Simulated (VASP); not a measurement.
# HC6 in VASP: notebook

The runs below take HC6 through single point, with PBE.

Everything below comes from runs of VASP 6.6.1. Logs are shortened: lines on timing, memory, paths and dates and some standing lists are left out, and cuts for length are marked.

**1. The cell of the first run**

The cell holds a wire or tube with vacuum around it, 14 atoms: a = 4.933 Å, b = 8.522 Å, c = 22.942 Å, α = 90.00°, β = 90.00°, γ = 90.00°.

**2. Single point, PBE**

Contents of INCAR:

```
SYSTEM = HC6
PREC     = Accurate       ! precision mode
ENCUT    = 520            ! plane-wave cutoff, eV
EDIFF    = 1E-7           ! SCF threshold, eV
ISMEAR   = 0              ! smearing method
SIGMA    = 0.1            ! smearing width, eV
LREAL    = .FALSE.        ! projectors in reciprocal space
LASPH    = .TRUE.         ! aspherical terms in the spheres
NELM     = 60             ! most SCF steps
ALGO     = Normal         ! electronic algorithm
ISIF     = 2              ! what is computed and relaxed
LWAVE    = .FALSE.        ! write WAVECAR
LCHARG   = .TRUE.         ! write CHGCAR
LDIPOL   = .TRUE.       
IDIPOL   = 3            
DIPOL    = 0.5 0.5 0.303
GGA      = PE             ! functional
LELF     = .TRUE.         ! ELF
LVHAR    = .TRUE.       
LVACPOTAV= .TRUE.       
NBANDS   = 38             ! bands
```

Contents of KPOINTS:

```
regular mesh
0
G
  6 3 1
  0 0 0
```

Contents of POSCAR:

```
HC6
1.0
    4.9326910638      0.0000000000      0.0000000000
    0.0000000000      8.5222964205      0.0000000000
    0.0000000000      0.0000000000     22.9416055954
C H
12 2
Direct
    0.0000000000      0.0000000000      0.1743557130
    0.5000000000      0.0000000000      0.1743557130
    0.2500000000      0.0000000000      0.2053898368
    0.7500000000      0.0000000000      0.2053898368
    0.2500000000      0.0000000000      0.2674580844
    0.7500000000      0.0000000000      0.2674580844
    0.0000000000      0.0000000000      0.2977124344
    0.5000000000      0.0000000000      0.2977124344
    0.0000000000      0.0000000000      0.3626190265
    0.5000000000      0.0000000000      0.3626190265
    0.2500000000      0.0000000000      0.3897550046
    0.7500000000      0.0000000000      0.3897550046
    0.1568459804      0.0000000000      0.4233184794
    0.3431540196      0.0000000000      0.4233184794
```

Potentials or basis: VASP PAW PBE potentials, release 64 (C, H).

On the command line:

```
cat potpaw_PBE.64/C/POTCAR potpaw_PBE.64/H/POTCAR > POTCAR
mpirun -np 1 vasp_std > vasp.out
```

OUTCAR:

```text
SYSTEM = HC6
   PREC = Accurate
   ENCUT = 520
   EDIFF = 1E-7
   ISMEAR = 0
   LREAL = .FALSE.
   LASPH = .TRUE.
   NELM = 60
   ISIF = 2
   GGA = PE

 ion  position               nearest neighbor table
   1  0.000  0.000  0.174-   3 1.42   4 1.42
   2  0.500  0.000  0.174-   3 1.42   4 1.42
   3  0.250  0.000  0.205-   5 1.42   2 1.42   1 1.42
   4  0.750  0.000  0.205-   6 1.42   2 1.42   1 1.42
   5  0.250  0.000  0.267-   7 1.42   8 1.42   3 1.42
   6  0.750  0.000  0.267-   7 1.42   8 1.42   4 1.42
   7  0.000  0.000  0.298-   5 1.42   6 1.42   9 1.49
   8  0.500  0.000  0.298-   5 1.42   6 1.42  10 1.49
   9  0.000  0.000  0.363-  11 1.38  12 1.38   7 1.49
  10  0.500  0.000  0.363-  11 1.38  12 1.38   8 1.49
  11  0.250  0.000  0.390-  13 0.90  14 0.90   9 1.38  10 1.38
  12  0.750  0.000  0.390-   9 1.38  10 1.38
  13  0.157  0.000  0.423-  11 0.90
  14  0.343  0.000  0.423-  11 0.90

  LATTYP: Found a simple orthorhombic cell.
 ALAT       =     4.9326910638
 B/A-ratio  =     1.7277174488
 C/A-ratio  =     4.6509309622

  Lattice vectors:

 A1 = (   4.9326910638,   0.0000000000,   0.0000000000)
 A2 = (   0.0000000000,   8.5222964205,   0.0000000000)
 A3 = (   0.0000000000,   0.0000000000,  22.9416055954)

Analysis of symmetry for initial positions (statically):
=====================================================================
 Subroutine PRICEL returns:
 Original cell was already a primitive cell.

 Routine SETGRP: Setting up the symmetry group for a
 simple orthorhombic supercell.

 Subroutine GETGRP returns: Found  4 space group operations
 (whereof  2 operations were pure point group operations)
 out of a pool of  8 trial point group operations.

The static configuration has the point symmetry C_1h.
 The point group associated with its full space group is C_2v.

Analysis of symmetry for dynamics (positions and initial velocities):
=====================================================================
 Subroutine PRICEL returns:
 Original cell was already a primitive cell.

 Routine SETGRP: Setting up the symmetry group for a
 simple orthorhombic supercell.

 Subroutine GETGRP returns: Found  4 space group operations
 (whereof  2 operations were pure point group operations)
 out of a pool of  8 trial point group operations.

The dynamic configuration has the point symmetry C_1h.
 The point group associated with its full space group is C_2v.

 Subroutine INISYM returns: Found  4 space group operations
 (whereof  2 operations are pure point group operations),
 and found     1 'primitive' translations

----------------------------------------------------------------------------------------

                                     Primitive cell

  volume of cell :     964.4159

  direct lattice vectors                    reciprocal lattice vectors
     4.932691064  0.000000000  0.000000000     0.202729096  0.000000000  0.000000000
     0.000000000  8.522296421  0.000000000     0.000000000  0.117339265  0.000000000
     0.000000000  0.000000000 22.941605595     0.000000000  0.000000000  0.043588928

  length of vectors
     4.932691064  8.522296421 22.941605595     0.202729096  0.117339265  0.043588928

  position of ions in fractional coordinates (direct lattice)
     0.000000000  0.000000000  0.174355713
     0.500000000  0.000000000  0.174355713
     0.250000000  0.000000000  0.205389837
     0.750000000  0.000000000  0.205389837
     0.250000000  0.000000000  0.267458084
     0.750000000  0.000000000  0.267458084
     0.000000000  0.000000000  0.297712434
     0.500000000  0.000000000  0.297712434
     0.000000000  0.000000000  0.362619026
     0.500000000  0.000000000  0.362619026
     0.250000000  0.000000000  0.389755005
     0.750000000  0.000000000  0.389755005
     0.156845980  0.000000000  0.423318479
     0.343154020  0.000000000  0.423318479

  ion indices of the primitive-cell ions
   primitive index   ion index
                 1           1
                 2           2
                 3           3
                 4           4
                 5           5
                 6           6
                 7           7
                 8           8
                 9           9
                10          10
                11          11
                12          12
                13          13
                14          14

----------------------------------------------------------------------------------------

 KPOINTS: regular mesh

Automatic generation of k-mesh.
 Grid dimensions read from file:
 generate k-points for:    6    3    1

 Generating k-lattice:

  Cartesian coordinates                     Fractional coordinates (reciprocal lattice)
     0.033788183  0.000000000  0.000000000     0.166666667  0.000000000  0.000000000
     0.000000000  0.039113088  0.000000000     0.000000000  0.333333333  0.000000000
     0.000000000  0.000000000  0.043588928     0.000000000  0.000000000  1.000000000

  Length of vectors
[... 58 lines left out ...]
     AMIX_MAG =   1.60;   BMIX_MAG =  1.00
  volume/ion in A,a.u.               =      68.89       464.87
  Fermi-wavevector in a.u.,A,eV,Ry     =   0.610441  1.153565  5.070043  0.372638
  Thomas-Fermi vector in A             =   1.666002
   LORBIT       =      0    0 simple, 1 ext, 2 COOP (PROOUT), +10 PAW based schemes
   GGA     = PE    functional components
   LHFCALC =     F    Hartree Fock is set to
   AEXX    =    0.0000 exact exchange contribution
   IVDW    =     0    specifies the selected vdW correction
   LEPSILON=     F    determine dielectric tensor
   LRPA    =     F    only Hartree local field effects (RPA)
 non-spin polarized calculation
 Gauss-broadening in eV      SIGMA  =   0.10
  energy-cutoff  :      520.00
  volume of cell :      964.42
 maximum number of plane-waves:     25994
 NGX is ok and might be reduce to    40

 dipolmoment           0.000000      0.000000      0.035732 electrons x Angstroem

 number of electron      50.0000003 magnetization

 dipolmoment           0.000000      0.000000     -0.436094 electrons x Angstroem

 Free energy of the ion-electron system (eV)
  ---------------------------------------------------
  ext. energy  EPLUGINS =         0.00000000
  ---------------------------------------------------
  free energy    TOTEN  =      -101.60676548 eV

  energy without entropy =     -101.56529252  energy(sigma->0) =     -101.58602900

 E-fermi :  -4.0279     XC(G=0):  -1.8976

 val. band max:       -4.0590553372   @ k =   0.5000   0.3333   0.0000
 cond. band min:      -3.9126403853   @ k =   0.3333   0.0000   0.0000
 fundamental gap:      0.1464149519
 Fermi energy:        -4.0278746306

 k-point     1 :       0.0000    0.0000    0.0000
  band No.  band energies     occupation
      1     -24.0729      2.00000
      2     -22.3189      2.00000
      3     -20.1267      2.00000
      4     -19.0736      2.00000
      5     -18.5319      2.00000
      6     -17.8761      2.00000
[... 29 lines left out ...]
     36       1.3154      0.00000
     37       1.9228      0.00000

 k-point     2 :       0.1667    0.0000    0.0000
  band No.  band energies     occupation
      1     -24.0284      2.00000
      2     -22.2225      2.00000
      3     -20.2438      2.00000
      4     -19.6716      2.00000
      5     -18.7039      2.00000
      6     -17.6407      2.00000
[... 29 lines left out ...]
     36       1.4681      0.00000
     37       2.0627      0.00000
[... 198 lines left out ...]
     36       1.9632      0.00000
     37       2.2016      0.00000

 k-point     8 :       0.5000    0.3333    0.0000
  band No.  band energies     occupation
      1     -23.8777      2.00000
      2     -21.6048      2.00000
      3     -21.3214      2.00000
      4     -20.1753      2.00000
      5     -19.0363      2.00000
      6     -17.9098      2.00000
[... 29 lines left out ...]
     36       2.0791      0.00000
     37       2.3134      0.00000
 [bands above 37 left out]

------------------------ aborting loop because EDIFF is reached ----------------------------------------

  FORCE on cell =-STRESS in cart. coord.  units (eV):
  Direction    XX          YY          ZZ          XY          YZ          ZX
  --------------------------------------------------------------------------------------
  -------------------------------------------------------------------------------------
  Total        8.7010451     -0.0931841     20.1737646      0.0000000      0.0000000      0.0000000
  in kB       14.4549849     -0.1548061     33.5145328      0.0000000      0.0000000      0.0000000
  external PRESSURE =      15.9382372 kB  Pullay stress =       0.0000000 kB

 VOLUME and BASIS-vectors are now :
 -----------------------------------------------------------------------------
  energy-cutoff  :      520.00
  volume of cell :      964.42
      direct lattice vectors                 reciprocal lattice vectors
     4.932691064  0.000000000  0.000000000     0.202729096  0.000000000  0.000000000
     0.000000000  8.522296421  0.000000000     0.000000000  0.117339265  0.000000000
     0.000000000  0.000000000 22.941605595     0.000000000  0.000000000  0.043588928

 POSITION                                       TOTAL-FORCE (eV/Angst)
 -----------------------------------------------------------------------------------
      0.00000      0.00000      4.00000        -0.270526      0.000000      2.050409
      2.46635      0.00000      4.00000         0.270526      0.000000      2.050409
      1.23317      0.00000      4.71197        -0.000000      0.000000     -4.004573
      3.69952      0.00000      4.71197        -0.000000      0.000000     -3.147767
      1.23317      0.00000      6.13592        -0.000000      0.000000      1.502509
      3.69952      0.00000      6.13592        -0.000000      0.000000      1.569609
      0.00000      0.00000      6.83000         0.212031      0.000000      0.522574
      2.46635      0.00000      6.83000        -0.212031      0.000000      0.522574
      0.00000      0.00000      8.31906        -2.690226      0.000000     -2.778552
      2.46635      0.00000      8.31906         2.690226      0.000000     -2.778552
      1.23317      0.00000      8.94161        -0.000000      0.000000    -20.206291
      3.69952      0.00000      8.94161        -0.000000      0.000000      1.769393
      0.77367      0.00000      9.71161        -6.527500      0.000000     11.464129
      1.69267      0.00000      9.71161         6.527500      0.000000     11.464129
 -----------------------------------------------------------------------------------
    total drift:                                0.000000     -0.000000      0.000107

  FREE ENERGIE OF THE ION-ELECTRON SYSTEM (eV)
  ---------------------------------------------------
  free  energy   TOTEN  =      -101.6067654816 eV

  energy  without entropy=     -101.5652925153  energy(sigma->0) =     -101.58602900

 vacuum level on the upper side and lower side of the slab         0.210         2.087
```

Run time: 7.9 min. Hardware: 1 thread of Intel Xeon 6975P-C (Granite Rapids), shared host; peak memory 0.96 GiB.

What came out:

```
Free energy   : -101.6068 eV
Largest force : 20.206 eV/Å
```

Forces in eV/Å, atoms in the order of the input:
```
C    -0.271   0.000   2.050
C     0.271   0.000   2.050
C     0.000   0.000  -4.005
C     0.000   0.000  -3.148
C     0.000   0.000   1.503
C     0.000   0.000   1.570
C     0.212   0.000   0.523
C    -0.212   0.000   0.523
C    -2.690   0.000  -2.779
C     2.690   0.000  -2.779
C     0.000   0.000 -20.206
C     0.000   0.000   1.769
H    -6.527   0.000  11.464
H     6.527   0.000  11.464
```

Levels at points of the mesh, in eV from the Fermi level:
```
           k point  band 23  band 24  band 25  band 26  band 27  band 28
(0.00, 0.00, 0.00)    -0.51    -0.33    -0.26     0.26     0.92     2.11
(0.50, 0.00, 0.00)    -1.60    -0.23    -0.06    -0.03     2.35     3.04
```

**3. Single point, PBE**

Contents of INCAR:

```
PREC = Accurate ; ENCUT = 520
EDIFF = 1E-7 ; ISMEAR = 0
SIGMA = 0.1 ; LREAL = F
LASPH = T ; NELM = 100
ALGO = Normal ; ISIF = 2
LWAVE = F ; LCHARG = F
LDIPOL = T ; IDIPOL = 3
DIPOL = 0.5 0.5 0.307 ; GGA = PE
NBANDS = 38
```

Contents of KPOINTS:

```
Automatic mesh
0
Gamma
  6 3 1
```

POSCAR, as its differences from that of step 2:

```diff
@@ -20,3 +20,3 @@
     0.7500000000      0.0000000000      0.3897550046
-    0.1568459804      0.0000000000      0.4233184794
-    0.3431540196      0.0000000000      0.4233184794
+    0.1568459804      0.0000000000      0.4512153935
+    0.3431540196      0.0000000000      0.4512153935
```

Potentials or basis: VASP PAW PBE potentials, release 64 (C, H).

On the command line:

```
cat potpaw_PBE.64/C/POTCAR potpaw_PBE.64/H/POTCAR > POTCAR
mpirun -np 1 vasp_std > vasp.out
```

Wall time 6.6 min (1 thread of Intel Xeon 6975P-C (Granite Rapids), shared host); peak memory 0.99 GiB.

It converged, with:

```yaml
Free_energy: -104.5027 eV
Largest_force: 3.583 eV/Å
Band_gap_on_the_k_mesh: zero (bands 25 and 26 overlap by 0.07 eV)
```

Forces on the atoms (eV/Å):
```
C   -0.316  0.000  1.851
C    0.316  0.000  1.851
C    0.000  0.000 -3.583
C    0.000  0.000 -2.752
C    0.000  0.000  0.978
C    0.000  0.000  1.302
C    0.421  0.000  0.708
C   -0.421  0.000  0.708
C   -1.260  0.000 -0.981
C    1.260  0.000 -0.981
C    0.000  0.000 -0.390
C    0.000  0.000  2.565
H    0.682  0.000 -0.639
H   -0.682  0.000 -0.639
```

Levels at points of the mesh, in eV from the Fermi level:
```tsv
k point	band 21	band 22	band 23	band 24	band 25	band 26	band 27	band 28	band 29	band 30
(0.00, 0.00, 0.00)	-2.22	-2.17	-0.67	-0.32	-0.05	0.01	0.91	1.78	2.14	2.76
(0.50, 0.00, 0.00)	-3.72	-1.95	-1.66	-0.31	-0.06	-0.04	1.31	2.49	2.96	3.60
```

**4. Single point, PBE**

Contents of INCAR:

```
SYSTEM = HC6
ALGO = Normal ; DIPOL = 0.5 0.5 0.305
EDIFF = 1E-7 ; ENCUT = 520
GGA = PE ; IDIPOL = 3
ISIF = 2 ; ISMEAR = 0
LASPH = .True. ; LCHARG = .False.
LDIPOL = .True. ; LREAL = .False.
LWAVE = .False. ; NBANDS = 38
NELM = 60 ; PREC = Accurate
SIGMA = 0.1
```

Contents of KPOINTS:

```
k-points
0
Gamma
  6 3 1
  0 0 0
```

POSCAR, as its differences from that of step 3:

```diff
@@ -20,3 +20,3 @@
     0.7500000000      0.0000000000      0.3897550046
-    0.1568459804      0.0000000000      0.4512153935
-    0.3431540196      0.0000000000      0.4512153935
+    0.1302884688      0.0000000000      0.4372669364
+    0.3697115312      0.0000000000      0.4372669364
```

On the command line:

```
cat potpaw_PBE.64/C/POTCAR potpaw_PBE.64/H/POTCAR > POTCAR
mpirun -np 1 vasp_std > vasp.out
```

It took 7.1 min on 1 thread of Intel Xeon 6975P-C (Granite Rapids), shared host; peak memory 0.96 GiB.

It converged, with:

```yaml
Free_energy: -104.5692 eV
Largest_force: 3.921 eV/Å
Band_gap_on_the_k_mesh: zero (bands 25 and 26 overlap by 0.09 eV)
```

Forces in eV/Å, atoms in the order of the input:
```
C   -0.265  0.000  2.072
C    0.265  0.000  2.072
C    0.000  0.000 -3.921
C    0.000  0.000 -3.115
C    0.000  0.000  1.229
C    0.000  0.000  1.387
C    0.288  0.000  0.608
C   -0.288  0.000  0.608
C   -1.692  0.000 -2.583
C    1.692  0.000 -2.583
C    0.000  0.000  0.958
C    0.000  0.000  2.941
H    0.867  0.000  0.163
H   -0.867  0.000  0.163
```

Levels at points of the mesh, in eV from the Fermi level:
```csv
k point,band 21,band 22,band 23,band 24,band 25,band 26,band 27,band 28,band 29,band 30
"(0.00, 0.00, 0.00)",-2.20,-2.18,-0.70,-0.35,-0.10,0.13,0.89,2.04,2.12,2.76
```

**5. Single point, PBE**

Contents of INCAR:

```
PREC = Accurate
ENCUT = 520
EDIFF = 1E-6
ISMEAR = 0
SIGMA = 0.1
LREAL = F
LASPH = T
NELM = 80
ALGO = Normal
ISIF = 2
LWAVE = F
LCHARG = T
LDIPOL = T
IDIPOL = 3
DIPOL = 0.5 0.5 0.309
GGA = PE
LELF = T
LVHAR = T
LVACPOTAV = T
NBANDS = 38
```

Contents of KPOINTS:

```
regular mesh
0
Gamma
  6 3 1
```

POSCAR, as its differences from that of step 4:

```diff
@@ -20,3 +20,3 @@
     0.7500000000      0.0000000000      0.3897550046
-    0.1302884688      0.0000000000      0.4372669364
-    0.3697115312      0.0000000000      0.4372669364
+    0.1302884688      0.0000000000      0.4651638505
+    0.3697115312      0.0000000000      0.4651638505
```

On the command line:

```
cat potpaw_PBE.64/C/POTCAR potpaw_PBE.64/H/POTCAR > POTCAR
mpirun -np 1 vasp_std > vasp.out
```

Wall time 5.5 min (1 thread of Intel Xeon 6975P-C (Granite Rapids), shared host); peak memory 0.96 GiB.

It converged, with:

```
Free energy   : -103.5960 eV
Largest force : 3.218 eV/Å
```

Forces in eV/Å, atoms in the order of the input:
```
C   -0.250  0.000  1.629
C    0.250  0.000  1.629
C    0.000  0.000 -3.218
C    0.000  0.000 -2.754
C    0.000  0.000  0.979
C    0.000  0.000  1.347
C    0.368  0.000  0.519
C   -0.368  0.000  0.519
C   -0.489  0.000 -0.472
C    0.489  0.000 -0.472
C    0.000  0.000 -0.761
C    0.000  0.000  2.304
H    2.552  0.000 -0.625
H   -2.552  0.000 -0.625
```

Levels at points of the mesh, in eV from the Fermi level:
```
           k point  band 23  band 24  band 25  band 26  band 27  band 28
(0.00, 0.00, 0.00)    -0.90    -0.27    -0.07     0.03     0.94     1.10
(0.50, 0.00, 0.00)    -1.71    -0.58    -0.02     0.00     0.44     2.63
```

**6. Single point, PBE**

Contents of INCAR:

```
SYSTEM = HC6
ALGO = Normal
DIPOL = 0.5 0.5 0.314
EDIFF = 1E-6
ENCUT = 520
GGA = PE
IDIPOL = 3
ISIF = 2
ISMEAR = 0
LASPH = .TRUE.
LCHARG = .FALSE.
LDIPOL = .TRUE.
LREAL = .FALSE.
LWAVE = .FALSE.
NBANDS = 38
NELM = 80
PREC = Accurate
SIGMA = 0.1
```

Contents of KPOINTS:

```
k-points
0
G
  6 3 1
  0 0 0
```

POSCAR, as its differences from that of step 5:

```diff
@@ -20,3 +20,3 @@
     0.7500000000      0.0000000000      0.3897550046
-    0.1302884688      0.0000000000      0.4651638505
-    0.3697115312      0.0000000000      0.4651638505
+    0.1568459804      0.0000000000      0.5030862181
+    0.3431540196      0.0000000000      0.5030862181
```

Potentials or basis: VASP PAW PBE potentials, release 64 (C, H).

On the command line:

```
cat potpaw_PBE.64/C/POTCAR potpaw_PBE.64/H/POTCAR > POTCAR
mpirun -np 1 vasp_std > vasp.out
```

Run time: 12 min. Hardware: 1 thread of Intel Xeon Platinum 8375C at 2.90GHz (Ice Lake), shared host; peak memory 0.95 GiB.

It converged, with:

```
Free energy            : -104.2940 eV
Largest force          : 3.361 eV/Å
Band gap on the k mesh : 0.07 eV
```

Forces on the atoms (eV/Å):
```
C   -0.036  0.000  1.647
C    0.036  0.000  1.647
C    0.000  0.000 -3.247
C    0.000  0.000 -3.185
C    0.000  0.000  1.472
C    0.000  0.000  1.516
C    0.065  0.000  0.048
C   -0.065  0.000  0.048
C   -0.028  0.000  0.004
C    0.028  0.000  0.004
C    0.000  0.000 -0.406
C    0.000  0.000  0.416
H    3.361  0.000  0.018
H   -3.361  0.000  0.018
```

Levels at points of the mesh, in eV from the valence-band top:
```
           k point  band 22  band 23  band 24  band 25  band 26  band 27  band 28  band 29
(0.00, 0.00, 0.00)    -1.98    -0.46    -0.23    -0.23     0.58     0.75     1.04     2.42
(0.50, 0.00, 0.00)    -1.59    -1.56    -0.03     0.00     0.07     0.10     3.02     3.06
```

**7. The runs side by side**

```csv
cell,gap on the mesh (eV),largest force (eV/Å)
"as given, atomic positions A",-,20.21
"as given, atomic positions B",none,3.58
"as given, atomic positions C",none,3.92
"as given, atomic positions D",-,3.22
"as given, atomic positions E",0.07,3.36
```

Alike in all rows: task single point; level PBE; potentials or basis VASP PAW PBE potentials, release 64 (C, H); no spin polarisation; k mesh 6 × 3 × 1; cutoff (eV) 520; smearing gaussian 0.1 eV.

Absolute energies hang on the potentials; compare differences alone.
